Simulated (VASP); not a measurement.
# La (Fd-3m) in VASP: further runs, part 2 of 2

VASP 6.6.1. Earlier steps stand in the parts before.

## (3) Single point, PBE, collinear spin (34.26 Å³/atom)

This run uses another cell than the first one, of 34.26 Å³/atom.

File INCAR:

```
SYSTEM = La
  PREC = Accurate
  ENCUT = 520
  EDIFF = 1E-6
  ISMEAR = -1
  SIGMA = 0.05
  LREAL = .False.
  LASPH = .True.
  NELM = 150
  ALGO = Normal
  ISIF = 2
  LWAVE = .False.
  LCHARG = .False.
  ISPIN = 2
  MAGMOM = 1 1
  LORBIT = 11
  LMAXMIX = 6
  GGA = PE
  NBANDS = 22
```

File KPOINTS:

```
regular mesh
0
Gamma
  9 9 9
  0 0 0
```

File POSCAR:

```
La
1.0
    0.0000000000      3.2477492574      3.2477492574
    3.2477492574      0.0000000000      3.2477492574
    3.2477492574      3.2477492574      0.0000000000
La
2
Direct
    0.1250000000      0.1250000000      0.1250000000
    0.8750000000      0.8750000000      0.8750000000
```

Potentials or basis: VASP PAW PBE potentials, release 64 (La).

On the command line:

```bash
> cat potpaw_PBE.64/La/POTCAR > POTCAR
> mpirun -np 1 vasp_std > vasp.out
```

OUTCAR:

```text
SYSTEM = La
   PREC = Accurate
   ENCUT = 520
   EDIFF = 1E-6
   ISMEAR = -1
   LREAL = .False.
   LASPH = .True.
   NELM = 150
   ISIF = 2
   ISPIN = 2
   LORBIT = 11
   GGA = PE

 ion  position               nearest neighbor table
   1  0.125  0.125  0.125-   2 2.81   2 2.81   2 2.81   2 2.81
   2  0.875  0.875  0.875-   1 2.81   1 2.81   1 2.81   1 2.81

  LATTYP: Found a face centered cubic cell.
 ALAT       =     6.4954985148

  Lattice vectors:

 A1 = (   0.0000000000,   3.2477492574,   3.2477492574)
 A2 = (   3.2477492574,   0.0000000000,   3.2477492574)
 A3 = (   3.2477492574,   3.2477492574,   0.0000000000)

Analysis of symmetry for initial positions (statically):
=====================================================================
 Subroutine PRICEL returns:
 Original cell was already a primitive cell.

[... 806 lines left out ...]
      4      -9.6328      1.00000
      5      -9.6328      1.00000
      6      -7.1892      1.00000
[... 589 lines left out ...]
     21      11.0799      0.00000
     22      11.1113      0.00000

 [... further k-points ...]

------------------------ aborting loop because EDIFF is reached ----------------------------------------

  FORCE on cell =-STRESS in cart. coord.  units (eV):
  Direction    XX          YY          ZZ          XY          YZ          ZX
  --------------------------------------------------------------------------------------
  -------------------------------------------------------------------------------------
  Total        1.9774329      1.9774329      1.9774329      0.0000000     -0.0000000     -0.0000000
  in kB       46.2418148     46.2418148     46.2418148      0.0000000     -0.0000000     -0.0000000
  external PRESSURE =      46.2418148 kB  Pullay stress =       0.0000000 kB

 VOLUME and BASIS-vectors are now :
 -----------------------------------------------------------------------------
  energy-cutoff  :      520.00
  volume of cell :       68.51
      direct lattice vectors                 reciprocal lattice vectors
     0.000000000  3.247749257  3.247749257    -0.153952772  0.153952772  0.153952772
     3.247749257  0.000000000  3.247749257     0.153952772 -0.153952772  0.153952772
     3.247749257  3.247749257  0.000000000     0.153952772  0.153952772 -0.153952772

 POSITION                                       TOTAL-FORCE (eV/Angst)
 -----------------------------------------------------------------------------------
      0.81194      0.81194      0.81194         0.000000     -0.000000     -0.000000
      5.68356      5.68356      5.68356        -0.000000      0.000000      0.000000
 -----------------------------------------------------------------------------------
    total drift:                               -0.000000      0.000000      0.000000

  FREE ENERGIE OF THE ION-ELECTRON SYSTEM (eV)
  ---------------------------------------------------
  free  energy   TOTEN  =        -7.6658783088 eV

  energy  without entropy=       -7.6557756920  energy(sigma->0) =       -7.66082700

 total charge

# of ion       s       p       d       f       tot
--------------------------------------------------
    1        1.979   5.523   1.392   0.249   9.143
    2        1.979   5.523   1.392   0.249   9.143
--------------------------------------------------
tot          3.958  11.046   2.784   0.499  18.286

 magnetization (x)

# of ion       s       p       d       f       tot
--------------------------------------------------
    1       -0.000   0.000   0.000  -0.000  -0.000
    2       -0.000   0.000   0.000  -0.000  -0.000
--------------------------------------------------
tot         -0.000   0.000   0.000  -0.000  -0.000
```

OSZICAR:

```text
N       E                     dE             d eps       ncg     rms          rms(c)
DAV:   1     0.255316666476E+03    0.25532E+03   -0.77892E+03  3176   0.141E+03
DAV:   2     0.263007350273E+02   -0.22902E+03   -0.22064E+03  4080   0.255E+02
DAV:   3    -0.530087743862E+01   -0.31602E+02   -0.30193E+02  4668   0.117E+02
DAV:   4    -0.787459923323E+01   -0.25737E+01   -0.25342E+01  6096   0.300E+01
DAV:   5    -0.804279699898E+01   -0.16820E+00   -0.16722E+00  5330   0.797E+00    0.785E+00
DAV:   6    -0.774037531713E+01    0.30242E+00   -0.13156E+00  5892   0.837E+00    0.471E+00
DAV:   7    -0.766821032625E+01    0.72165E-01   -0.38648E-01  5914   0.356E+00    0.202E+00
DAV:   8    -0.765456699552E+01    0.13643E-01   -0.72746E-02  5628   0.200E+00    0.994E-01
DAV:   9    -0.766582424337E+01   -0.11257E-01   -0.96603E-03  5696   0.956E-01    0.213E-01
DAV:  10    -0.766582604575E+01   -0.18024E-05   -0.93307E-04  5864   0.211E-01    0.797E-02
DAV:  11    -0.766586130024E+01   -0.35254E-04   -0.19103E-04  5968   0.125E-01    0.371E-02
DAV:  12    -0.766587732706E+01   -0.16027E-04   -0.30311E-05  6056   0.443E-02    0.906E-03
DAV:  13    -0.766587830884E+01   -0.98179E-06   -0.50219E-06  4888   0.165E-02
   1 F= -.76658783E+01 E0= -.76608270E+01  d E =-.101026E-01  mag=    -0.0000
```

Wall time 95 s (1 thread of Intel Xeon Platinum 8488C (Sapphire Rapids), shared host); peak memory 0.28 GiB.

Results:

| Quantity | Value |
| --- | --- |
| Free energy | -7.6659 eV |
| Pressure | 4.6 GPa |
| Band gap on the k mesh | zero (filled and empty bands overlap) |
| Net moment | 0.00 μB per cell |
| Valence electrons inside the program's atomic spheres | La 9.14 |

Levels at points of the mesh, in eV from the Fermi level:
Spin up:
| k point | band 9 | band 10 | band 11 | band 12 | band 13 | band 14 |
| --- | --- | --- | --- | --- | --- | --- |
| (0.00, 0.00, 0.00) | -2.33 | -0.81 | -0.81 | 0.98 | 0.98 | 0.98 |
Spin down:
| k point | band 9 | band 10 | band 11 | band 12 | band 13 | band 14 |
| --- | --- | --- | --- | --- | --- | --- |
| (0.00, 0.00, 0.00) | -2.33 | -0.81 | -0.81 | 0.98 | 0.98 | 0.98 |

Caveat: the cell stands under pressure; spin-orbit coupling is left out, which moves the levels of the heavy elements.

## (4) Single point, PBE, collinear spin (35.75 Å³/atom)

This run uses another cell than the first one, of 35.75 Å³/atom.

File INCAR:

```
SYSTEM = La
ALGO = Normal
EDIFF = 1E-6
ENCUT = 520
GGA = PE
ISIF = 2
ISMEAR = -1
ISPIN = 2
LASPH = .TRUE.
LCHARG = .FALSE.
LMAXMIX = 6
LORBIT = 11
LREAL = .FALSE.
LWAVE = .FALSE.
MAGMOM = 1 1
NBANDS = 22
NELM = 150
PREC = Accurate
SIGMA = 0.05
```

File KPOINTS:

```
k-points
0
G
  9 9 9
  0 0 0
```

File POSCAR:

```
La
1.0
    0.0000000000      3.2941519447      3.2941519447
    3.2941519447      0.0000000000      3.2941519447
    3.2941519447      3.2941519447      0.0000000000
La
2
Direct
    0.1250000000      0.1250000000      0.1250000000
    0.8750000000      0.8750000000      0.8750000000
```

On the command line:

```bash
> cat potpaw_PBE.64/La/POTCAR > POTCAR
> mpirun -np 1 vasp_std > vasp.out
```

It took 88 s on 1 thread of Intel Xeon Platinum 8488C (Sapphire Rapids), shared host; peak memory 0.29 GiB.

The run converged. Its results:

```yaml
Free_energy: -7.7265 eV
Pressure: 2.0 GPa
Band_gap_on_the_k_mesh: zero (filled and empty bands overlap)
Net_moment: 0.00 μB per cell
Valence_electrons_inside_the_program's_atomic_spheres: La 9.08
```

Levels at points of the mesh, in eV from the Fermi level:
Spin up:
| k point | band 7 | band 8 | band 9 | band 10 | band 11 | band 12 | band 13 | band 14 | band 15 | band 16 |
| --- | --- | --- | --- | --- | --- | --- | --- | --- | --- | --- |
| (0.00, 0.00, 0.00) | -15.52 | -15.52 | -2.35 | -0.77 | -0.77 | 0.93 | 0.93 | 0.93 | 1.67 | 1.71 |
Spin down:
| k point | band 8 | band 9 | band 10 | band 11 | band 12 | band 13 | band 14 | band 15 |
| --- | --- | --- | --- | --- | --- | --- | --- | --- |
| (0.00, 0.00, 0.00) | -15.52 | -2.35 | -0.77 | -0.77 | 0.93 | 0.93 | 0.93 | 1.67 |

Caveat: spin-orbit coupling is left out, which moves the levels of the heavy elements.

## (5) Summary

```tsv
cell	gap on the mesh (eV)	pressure (GPa)	moment (μB)
a = 4.525 Å, angles 60.0°, 2 atoms	none	8.1	0.00
a = 4.593 Å, angles 60.0°, 2 atoms	none	4.6	0.00
a = 4.659 Å, angles 60.0°, 2 atoms	none	2.0	0.00
```

Alike in all rows: task single point; level PBE; potentials or basis VASP PAW PBE potentials, release 64 (La); spin collinear; k mesh 9 × 9 × 9; cutoff (eV) 520; smearing fermi-dirac 0.05 eV.

Caveats: spin-orbit coupling is left out, which moves the levels of the heavy elements; the cell stands under pressure (at least some runs).

Total energies depend on the potentials used, so only differences within one code and one set of settings carry meaning.
